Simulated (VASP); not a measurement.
# Cl (I4_1/amd) in VASP: notebook

The runs below take Cl through single point, with PBE.

Everything below comes from runs of VASP 6.6.1. Logs are shortened: lines on timing, memory, paths and dates and some standing lists are left out, and cuts for length are marked.

### Step 1. The cell of the first run

It takes space group I4_1/amd (No. 141, tetragonal). Conventional cell: a = 4.738 Å, b = 4.738 Å, c = 2.900 Å, α = 90.00°, β = 90.00°, γ = 90.00°. Within 3.3 Å of Cl (site symmetry -4m2) lie 10 Cl at 2.48 to 3.22 Å.

### Step 2. Single point, PBE (16.28 Å³/atom)

The input, INCAR:

```
SYSTEM = Cl
PREC = Accurate
ENCUT = 520
EDIFF = 1E-6
ISMEAR = -1
SIGMA = 0.08
LREAL = .FALSE.
LASPH = .TRUE.
NELM = 100
ALGO = Normal
ISIF = 2
LWAVE = .FALSE.
LCHARG = .TRUE.
GGA = PE
LELF = .TRUE.
LVHAR = .TRUE.
NBANDS = 14
```

The input, KPOINTS:

```
regular mesh
0
G
  16 16 16
  0 0 0
```

The input, POSCAR:

```
Cl
1.0
   -2.3690190624      2.3690190624      1.4502116108
    2.3690190624     -2.3690190624      1.4502116108
    2.3690190624      2.3690190624     -1.4502116108
Cl
2
Direct
   -0.3750000000     -0.1250000000     -0.2500000000
    0.3750000000      0.1250000000      0.2500000000
```

Potentials or basis: VASP PAW PBE potentials, release 64 (Cl).

Started as:

```console
> cat potpaw_PBE.64/Cl/POTCAR > POTCAR
> mpirun -np 1 vasp_std > vasp.out
```

OUTCAR:

```text
SYSTEM = Cl
   PREC = Accurate
   ENCUT = 520
   EDIFF = 1E-6
   ISMEAR = -1
   LREAL = .FALSE.
   LASPH = .TRUE.
   NELM = 100
   ISIF = 2
   GGA = PE

 ion  position               nearest neighbor table
   1  0.625  0.875  0.750-   2 2.48   2 2.48   2 2.48   2 2.48
   2  0.375  0.125  0.250-   1 2.48   1 2.48   1 2.48   1 2.48

  LATTYP: Found a body centered tetragonal cell.
 ALAT       =     4.7380381248
 C/A-ratio  =     0.6121570036

  Lattice vectors:

 A1 = (  -2.3690190624,   2.3690190624,   1.4502116108)
 A2 = (   2.3690190624,  -2.3690190624,   1.4502116108)
 A3 = (   2.3690190624,   2.3690190624,  -1.4502116108)

Analysis of symmetry for initial positions (statically):
=====================================================================
 Subroutine PRICEL returns:
 Original cell was already a primitive cell.

 Routine SETGRP: Setting up the symmetry group for a
 body centered tetragonal supercell.

 Subroutine GETGRP returns: Found 16 space group operations
 (whereof  4 operations were pure point group operations)
 out of a pool of 16 trial point group operations.

The static configuration has the point symmetry C_2h.
 The point group associated with its full space group is D_4h.

Analysis of symmetry for dynamics (positions and initial velocities):
=====================================================================
 Subroutine PRICEL returns:
 Original cell was already a primitive cell.

 Routine SETGRP: Setting up the symmetry group for a
 body centered tetragonal supercell.

 Subroutine GETGRP returns: Found 16 space group operations
 (whereof  4 operations were pure point group operations)
 out of a pool of 16 trial point group operations.

The dynamic configuration has the point symmetry C_2h.
 The point group associated with its full space group is D_4h.

 Subroutine INISYM returns: Found 16 space group operations
 (whereof  4 operations are pure point group operations),
 and found     1 'primitive' translations

----------------------------------------------------------------------------------------

                                     Primitive cell

  volume of cell :      32.5558

  direct lattice vectors                    reciprocal lattice vectors
    -2.369019062  2.369019062  1.450211611     0.000000000  0.211057820  0.344777270
     2.369019062 -2.369019062  1.450211611     0.211057820  0.000000000  0.344777270
     2.369019062  2.369019062 -1.450211611     0.211057820  0.211057820  0.000000000

  length of vectors
     3.650700803  3.650700803  3.650700803     0.404248401  0.404248401  0.298480832

  position of ions in fractional coordinates (direct lattice)
     0.625000000  0.875000000  0.750000000
     0.375000000  0.125000000  0.250000000

  ion indices of the primitive-cell ions
   primitive index   ion index
                 1           1
                 2           2

----------------------------------------------------------------------------------------

 KPOINTS: regular mesh

Automatic generation of k-mesh.
 Grid dimensions read from file:
 generate k-points for:   16   16   16

 Generating k-lattice:

  Cartesian coordinates                     Fractional coordinates (reciprocal lattice)
     0.000000000  0.013191114  0.021548579     0.062500000  0.000000000 -0.000000000
     0.013191114  0.000000000  0.021548579     0.000000000  0.062500000 -0.000000000
     0.013191114  0.013191114  0.000000000     0.000000000  0.000000000  0.062500000

  Length of vectors
     0.025265525  0.025265525  0.018655052

  Shift w.r.t. Gamma in fractional coordinates (k-lattice)
     0.000000000  0.000000000  0.000000000

 Subroutine IBZKPT returns following result:
 ===========================================

 Found    349 irreducible k-points:

 Following reciprocal coordinates:
            Coordinates               Weight
  0.000000  0.000000  0.000000      1.000000
  0.062500 -0.000000  0.000000      8.000000
  0.125000 -0.000000  0.000000      8.000000
  0.187500 -0.000000  0.000000      8.000000
  0.250000 -0.000000  0.000000      8.000000
  0.312500 -0.000000  0.000000      8.000000
[... 16 lines left out ...]
 -0.125000  0.062500 -0.000000     16.000000
 -0.062500  0.062500  0.000000      4.000000
 [... further k-points ...]
   k-points           NKPTS =    349   k-points in BZ     NKDIM =    349   number of bands    NBANDS=     14
   number of dos      NEDOS =    301   number of ions     NIONS =      2
   total plane-waves  NPLWV =  21952
   dimension x,y,z NGX =    28 NGY =   28 NGZ =   28
   dimension x,y,z NGXF=    56 NGYF=   56 NGZF=   56
   ions per type =               2
   NGX,Y,Z   is equivalent  to a cutoff of  12.75, 12.75, 12.75 a.u.
   NGXF,Y,Z  is equivalent  to a cutoff of  25.50, 25.50, 25.50 a.u.
 SYSTEM =  Cl
   PREC   = accura    normal or accurate (medium, high low for compatibility)
   ISTART =      0    job   : 0-new  1-cont  2-samecut
   ICHARG =      2    charge: 1-file 2-atom 10-const
   ISPIN  =      1    spin polarized calculation?
   LNONCOLLINEAR =      F non collinear calculations
   LSORBIT =      F    spin-orbit coupling
   LASPH  =      T    aspherical Exc in radial PAW
   ENCUT  =  520.0 eV  38.22 Ry    6.18 a.u.   6.79  6.79  6.79*2*pi/ulx,y,z
   NELM   =    100;   NELMIN=  2; NELMDL= -5     # of ELM steps
   EDIFF  = 0.1E-05   stopping-criterion for ELM
   LREAL  =      F    real-space projection
   EDIFFG = 0.1E-04   stopping-criterion for IOM
   NSW    =      0    number of steps for IOM
   IBRION =     -1    ionic relax: 0-MD 1-quasi-New 2-CG
   NFREE  =      0    steps in history (QN), initial steepest desc. (CG)
   ISIF   =      2    stress and relaxation
   ISYM   =      2    0-nonsym 1-usesym 2-fastsym
   POTIM  = 0.5000    time-step for ionic-motion
   TEBEG  =    0.0;   TEEND  =   0.0 temperature during run
   PSTRESS=    0.0 pullay stress
   NELECT =      14.0000    total number of electrons
   NUPDOWN=      -1.0000    fix difference up-down
   EMIN   =  10.00;   EMAX   =-10.00  energy-range for DOS
   EFERMI =   0.00;   METHOD = LEGACY
   ISMEAR =    -1;   SIGMA  =   0.08  broadening in eV -4-tet -1-fermi 0-gaus
   EFERMI_NEDOS =   21; number of points for ismear=-14 and -15
   IALGO  =     38    algorithm
   IMIX   =      4    mixing-type and parameters
     AMIX     =   0.40;   BMIX     =  1.00
     AMIX_MAG =   1.60;   BMIX_MAG =  1.00
  volume/ion in A,a.u.               =      16.28       109.85
  Fermi-wavevector in a.u.,A,eV,Ry     =   1.235686  2.335107 20.774996  1.526919
  Thomas-Fermi vector in A             =   2.370325
   LORBIT       =      0    0 simple, 1 ext, 2 COOP (PROOUT), +10 PAW based schemes
   GGA     = PE    functional components
   LHFCALC =     F    Hartree Fock is set to
   AEXX    =    0.0000 exact exchange contribution
   IVDW    =     0    specifies the selected vdW correction
   LEPSILON=     F    determine dielectric tensor
   LRPA    =     F    only Hartree local field effects (RPA)
 non-spin polarized calculation
  energy-cutoff  :      520.00
  volume of cell :       32.56
 maximum number of plane-waves:       910
   NGX = 13   NGY = 13   NGZ = 13

 number of electron      14.0000001 magnetization

 Free energy of the ion-electron system (eV)
  ---------------------------------------------------
  ext. energy  EPLUGINS =         0.00000000
  ---------------------------------------------------
  free energy    TOTEN  =        -1.27890906 eV

  energy without entropy =       -1.22672691  energy(sigma->0) =       -1.25281798

 E-fermi :   5.9963     XC(G=0): -10.7572

 val. band max:        5.9960890417   @ k =  -0.1250  -0.1875   0.1250
 cond. band min:       5.9966452201   @ k =  -0.3750   0.3750   0.0000
 fundamental gap:      0.0005561784
 Fermi energy:         5.9963483111

 k-point     1 :       0.0000    0.0000    0.0000
  band No.  band energies     occupation
      1     -12.5716      2.00000
      2      -6.9222      2.00000
      3       0.2171      2.00000
      4       0.2171      2.00000
      5       5.1989      1.99991
      6       5.3187      1.99958
      7       6.5922      0.00116
      8       6.5922      0.00116
      9      10.8445      0.00000
     10      15.7358      0.00000
     11      16.7260      0.00000
     12      16.8721      0.00000
     13      19.0177      0.00000
     14      19.7643      0.00000

 k-point     2 :       0.0625   -0.0000    0.0000
  band No.  band energies     occupation
      1     -12.5108      2.00000
      2      -6.9554      2.00000
      3       0.2085      2.00000
      4       0.3152      2.00000
      5       4.9718      1.99999
      6       5.0817      1.99998
      7       6.5045      0.00348
      8       6.5740      0.00146
      9      10.9774      0.00000
     10      16.0654      0.00000
     11      16.8792      0.00000
     12      16.9726      0.00000
     13      18.6739      0.00000
     14      18.8326      0.00000

 k-point     3 :       0.1250   -0.0000    0.0000
  band No.  band energies     occupation
      1     -12.3308      2.00000
      2      -7.0491      2.00000
      3       0.1865      2.00000
      4       0.5854      2.00000
      5       4.2953      2.00000
      6       4.5342      2.00000
      7       6.2865      0.05181
      8       6.5141      0.00309
      9      11.3654      0.00000
     10      16.4437      0.00000
     11      16.9034      0.00000
     12      17.6103      0.00000
     13      17.7326      0.00000
     14      18.4016      0.00000

 k-point     4 :       0.1875   -0.0000    0.0000
  band No.  band energies     occupation
      1     -12.0403      2.00000
      2      -7.1901      2.00000
      3       0.1611      2.00000
      4       0.9463      2.00000
      5       3.3275      2.00000
      6       3.9186      2.00000
      7       6.0004      0.97445
      8       6.4030      0.01232
      9      11.9707      0.00000
     10      15.5921      0.00000
     11      16.9238      0.00000
     12      17.6850      0.00000
     13      18.6519      0.00000
     14      19.1282      0.00000

 k-point     5 :       0.2500   -0.0000    0.0000
  band No.  band energies     occupation
      1     -11.6561      2.00000
      2      -7.3673      2.00000
      3       0.1425      2.00000
      4       1.1906      2.00000
      5       2.3582      2.00000
      6       3.4276      2.00000
      7       5.6997      1.95212
      8       6.2401      0.09075
      9      12.7081      0.00000
     10      14.8550      0.00000
     11      16.5081      0.00000
[... 276 lines left out ...]
 k-point    22 :      -0.1875    0.0625   -0.0000
  band No.  band energies     occupation
      1     -12.2214      2.00000
      2      -7.2840      2.00000
      3       0.1237      2.00000
      4       0.8894      2.00000
      5       4.0408      2.00000
      6       4.5547      2.00000
      7       6.0556      0.64590
      8       6.5247      0.00270
      9      11.7496      0.00000
     10      16.1491      0.00000
     11      16.9110      0.00000
     12      17.5176      0.00000
     13      17.7163      0.00000
     14      19.0056      0.00000

 k-point    23 :      -0.1250    0.0625   -0.0000
  band No.  band energies     occupation
      1     -12.4366      2.00000
      2      -7.1288      2.00000
      3       0.1931      2.00000
      4       0.5066      2.00000
      5       4.7947      2.00000
      6       5.0812      1.99998
      7       6.3244      0.03258
      8       6.5711      0.00152
      9      11.2516      0.00000
     10      16.1055      0.00000
     11      16.5843      0.00000
     12      17.0235      0.00000
     13      18.2971      0.00000
     14      19.3401      0.00000

 k-point    24 :      -0.0625    0.0625    0.0000
  band No.  band energies     occupation
      1     -12.5344      2.00000
      2      -7.0128      2.00000
      3       0.2513      2.00000
      4       0.2738      2.00000
      5       5.1101      1.99997
      6       5.3192      1.99958
      7       6.4915      0.00409
      8       6.5873      0.00124
      9      10.9849      0.00000
     10      15.7811      0.00000
     11      16.5786      0.00000
     12      16.9032      0.00000
     13      18.8119      0.00000
     14      19.8484      0.00000

 [... further k-points ...]

------------------------ aborting loop because EDIFF is reached ----------------------------------------

  FORCE on cell =-STRESS in cart. coord.  units (eV):
  Direction    XX          YY          ZZ          XY          YZ          ZX
  --------------------------------------------------------------------------------------
  -------------------------------------------------------------------------------------
  Total        5.7747082      5.7747082      5.8292021     -0.0000000     -0.0000000      0.0000000
  in kB      284.1921932    284.1921932    286.8740178     -0.0000000     -0.0000000      0.0000000
  external PRESSURE =     285.0861347 kB  Pullay stress =       0.0000000 kB

 VOLUME and BASIS-vectors are now :
 -----------------------------------------------------------------------------
  energy-cutoff  :      520.00
  volume of cell :       32.56
      direct lattice vectors                 reciprocal lattice vectors
    -2.369019062  2.369019062  1.450211611     0.000000000  0.211057820  0.344777270
     2.369019062 -2.369019062  1.450211611     0.211057820  0.000000000  0.344777270
     2.369019062  2.369019062 -1.450211611     0.211057820  0.211057820  0.000000000

 POSITION                                       TOTAL-FORCE (eV/Angst)
 -----------------------------------------------------------------------------------
      2.36902      1.18451      1.08766        -0.000000      0.000000     -0.000000
     -0.00000      1.18451      0.36255         0.000000     -0.000000      0.000000
 -----------------------------------------------------------------------------------
    total drift:                               -0.000000      0.000000     -0.000000

  FREE ENERGIE OF THE ION-ELECTRON SYSTEM (eV)
  ---------------------------------------------------
  free  energy   TOTEN  =        -1.2789090641 eV

  energy  without entropy=       -1.2267269053  energy(sigma->0) =       -1.25281798
```

Wall time 79 s (1 thread of AMD EPYC 9R45 (Zen 5), shared host); peak memory 0.21 GiB.

What came out:

- Free energy: -1.2789 eV
- Pressure: 28.5 GPa
- Band gap on the k mesh: zero (bands 7 and 8 overlap by 3.34 eV)

Stress tensor (GPa, compression positive):
```
28.42  0.00  0.00
 0.00 28.42  0.00
 0.00  0.00 28.69
```

Levels at points of the mesh, in eV from the Fermi level:
```tsv
k point	band 5	band 6	band 7	band 8	band 9	band 10
(0.00, 0.00, 0.00)	-0.80	-0.68	0.60	0.60	4.85	9.74
(0.50, 0.00, 0.00)	-4.91	-2.15	-0.91	-0.33	8.18	8.48
(0.50, 0.50, 0.00)	-3.08	-3.08	-0.32	-0.32	8.75	8.75
(0.50, 0.50, 0.50)	-1.20	-1.20	2.05	2.05	10.43	10.43
```

Caveat: the cell stands under pressure.

### Step 3. Single point, PBE (23.79 Å³/atom)

This run uses another cell than the first one, of 23.79 Å³/atom.

The input, INCAR:

```
SYSTEM = Cl
PREC = Accurate ; ENCUT = 520
EDIFF = 1E-6 ; ISMEAR = -1
SIGMA = 0.08 ; LREAL = .False.
LASPH = .True. ; NELM = 80
ALGO = Normal ; ISIF = 2
LWAVE = .False. ; LCHARG = .False.
GGA = PE ; NBANDS = 14
```

The input, KPOINTS:

```
regular mesh
0
Gamma
  16 16 16
  0 0 0
```

The input, POSCAR:

```
Cl
1.0
   -2.5992684584      2.5992684584      1.7606639159
    2.5992684584     -2.5992684584      1.7606639159
    2.5992684584      2.5992684584     -1.7606639159
Cl
2
Direct
   -0.3750000000     -0.1250000000     -0.2500000000
    0.3750000000      0.1250000000      0.2500000000
```

Potentials or basis: VASP PAW PBE potentials, release 64 (Cl).

Started as:

```console
> cat potpaw_PBE.64/Cl/POTCAR > POTCAR
> mpirun -np 1 vasp_std > vasp.out
```

OUTCAR:

```text
SYSTEM = Cl
   PREC = Accurate
   ENCUT = 520
   EDIFF = 1E-6
   ISMEAR = -1
   LREAL = .False.
   LASPH = .True.
   NELM = 80
   ISIF = 2
   GGA = PE

 ion  position               nearest neighbor table
   1  0.625  0.875  0.750-
   2  0.375  0.125  0.250-

  LATTYP: Found a body centered tetragonal cell.
 ALAT       =     5.1985369168
 C/A-ratio  =     0.6773690152

  Lattice vectors:

[... 592 lines left out ...]
     14      14.4183      0.00000

 [... further k-points ...]

------------------------ aborting loop because EDIFF is reached ----------------------------------------

  FORCE on cell =-STRESS in cart. coord.  units (eV):
  Direction    XX          YY          ZZ          XY          YZ          ZX
  --------------------------------------------------------------------------------------
  -------------------------------------------------------------------------------------
  Total        0.3328391      0.3328391      0.3292061      0.0000000      0.0000000     -0.0000000
  in kB       11.2074338     11.2074338     11.0851025      0.0000000      0.0000000     -0.0000000
  external PRESSURE =      11.1666567 kB  Pullay stress =       0.0000000 kB

 VOLUME and BASIS-vectors are now :
 -----------------------------------------------------------------------------
  energy-cutoff  :      520.00
  volume of cell :       47.58
      direct lattice vectors                 reciprocal lattice vectors
    -2.599268458  2.599268458  1.760663916     0.000000000  0.192361816  0.283983783
     2.599268458 -2.599268458  1.760663916     0.192361816  0.000000000  0.283983783
     2.599268458  2.599268458 -1.760663916     0.192361816  0.192361816  0.000000000

 POSITION                                       TOTAL-FORCE (eV/Angst)
 -----------------------------------------------------------------------------------
      2.59927      1.29963      1.32050        -0.000000     -0.000000     -0.000000
      0.00000      1.29963      0.44017         0.000000      0.000000      0.000000
 -----------------------------------------------------------------------------------
    total drift:                                0.000000     -0.000000      0.000000

  FREE ENERGIE OF THE ION-ELECTRON SYSTEM (eV)
  ---------------------------------------------------
  free  energy   TOTEN  =        -2.2848850608 eV

  energy  without entropy=       -2.2093636890  energy(sigma->0) =       -2.24712437
```

Run time: 1.7 min. Hardware: 1 thread of AMD EPYC 9R45 (Zen 5), shared host; peak memory 0.26 GiB.

Results:

* Free energy: -2.2849 eV
* Pressure: 1.1 GPa
* Band gap on the k mesh: zero (bands 7 and 8 overlap by 1.62 eV)

### Step 4. Single point, PBE

This run uses another cell than the first one, of 25.04 Å³/atom.

The input, INCAR:

```
PREC = Accurate
ENCUT = 520
EDIFF = 1E-6
ISMEAR = -1
SIGMA = 0.08
LREAL = False
LASPH = True
NELM = 60
ALGO = Normal
ISIF = 2
LWAVE = False
LCHARG = False
GGA = PE
NBANDS = 14
```

The input, KPOINTS:

```
regular mesh
0
Gamma
  16 16 16
```

The input, POSCAR:

```
Cl
1.0
   -2.6212569755      2.6212569755      1.8223673819
    2.6212569755     -2.6212569755      1.8223673819
    2.6212569755      2.6212569755     -1.8223673819
Cl
2
Direct
   -0.3750000000     -0.1250000000     -0.2500000000
    0.3750000000      0.1250000000      0.2500000000
```

Started as:

```console
> cat potpaw_PBE.64/Cl/POTCAR > POTCAR
> mpirun -np 1 vasp_std > vasp.out
```

It took 1.8 min on 1 thread of AMD EPYC 9R45 (Zen 5), shared host; peak memory 0.27 GiB.

It converged, with:

| Item | Value |
| --- | --- |
| Free energy | -2.2934 eV |
| Pressure | -0.1 GPa |
| Band gap on the k mesh | zero (bands 7 and 8 overlap by 1.45 eV) |

Levels at points of the mesh, in eV from the Fermi level:
| k point | band 3 | band 4 | band 5 | band 6 | band 7 | band 8 | band 9 | band 10 | band 11 | band 12 |
| --- | --- | --- | --- | --- | --- | --- | --- | --- | --- | --- |
| (0.00, 0.00, 0.00) | -3.48 | -3.48 | -1.18 | -1.06 | 0.13 | 0.13 | 7.57 | 7.63 | 11.06 | 12.24 |
| (0.50, 0.00, 0.00) | -3.79 | -3.69 | -2.70 | -1.19 | -0.57 | 0.02 | 8.99 | 9.45 | 10.97 | 13.46 |
| (0.50, 0.50, 0.00) | -2.57 | -2.57 | -2.10 | -2.10 | -0.41 | -0.41 | 8.87 | 8.87 | 11.99 | 11.99 |
| (0.50, 0.50, 0.50) | -4.76 | -4.76 | -1.31 | -1.31 | 0.95 | 0.95 | 9.54 | 9.54 | 13.10 | 13.10 |

(Continued in part 2 of 2.)
